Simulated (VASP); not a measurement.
Crystal: Ni.

```
Ni
1.0
    -1.77210   -1.77210   -3.54420
     1.77210   -1.77210    0.00000
    -1.77210   -1.77210    0.00000
Ni
2
Direct
  0.00000 0.00000 0.00000
  0.50000 0.50000 0.00000
```

Base run:

- Program: VASP 6.6.1
- Functional: PBE
- Potentials or basis: VASP PAW PBE potentials, release 64 (Ni)
- Cutoff: 520 eV
- k mesh: 8 × 11 × 13
- Occupations: fermi-dirac, width 0.05 eV
- Spin: collinear spin, ferromagnetic start
- Starting moments: [1.0, 1.0] μB

Its results: pressure -4.2 GPa; net moment 1.25 μB per cell; site moments Ni +0.64 μB.

Problem. The run is repeated on the same cell with these changes: spin from collinear spin, ferromagnetic start to collinear spin, antiferromagnetic start; moments at the start from [1.0, 1.0] to [2.0, -2.0]. What comes out?

Solution. Pressure -4.9 GPa; net moment 0.00 μB per cell; site moments Ni +0.12, -0.12 μB.

Caveats: the cell stands under tension.
